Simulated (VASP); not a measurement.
Wanted: the native input for a VASP 6.6.1 run.

```yaml
Task: single point
Functional: LDA
Potentials_or_basis: VASP PAW LDA potentials, release 64 (Ga_d, P)
Cutoff: 500 eV
k_mesh: 10 × 10 × 10
Occupations: gaussian, width 0.02 eV
Spin: no spin polarisation
Dipole_correction: no
Further_INCAR_settings: ALGO = Normal; EDIFF = 1e-06; NBANDS = 16
```

The structure of GaP lies in POSCAR:

```
GaP
1.0
    0.0000000000      2.6956500631      2.6956500631
    2.6956500631      0.0000000000      2.6956500631
    2.6956500631      2.6956500631      0.0000000000
Ga P
1 1
Direct
    0.0000000000      0.0000000000      0.0000000000
    0.2500000000      0.2500000000      0.2500000000
```

One way to write it, as run:

INCAR

```
ALGO = Normal ; EDIFF = 1E-6
ENCUT = 500 ; GGA_COMPAT = False
ISIF = 2 ; ISMEAR = 0
LASPH = True ; LCHARG = True
LELF = True ; LREAL = False
LVHAR = True ; LWAVE = False
NBANDS = 16 ; NELM = 120
PREC = Accurate ; SIGMA = 0.02
```

KPOINTS

```
k-points
0
Gamma
  10 10 10
```

Potentials or basis: VASP PAW LDA potentials, release 64 (Ga_d, P).

Launch:

```console
$ cat potpaw_LDA.64/Ga_d/POTCAR potpaw_LDA.64/P/POTCAR > POTCAR
$ mpirun -np 1 vasp_std > vasp.out
```

It gave:

The pressure is 0.1 GPa. The band gap on the k mesh is 1.40 eV (least direct gap 1.91 eV).

Run time: 33 s on 1 thread of AMD EPYC 7R13, with other jobs on the host, peak memory 0.12 GiB.
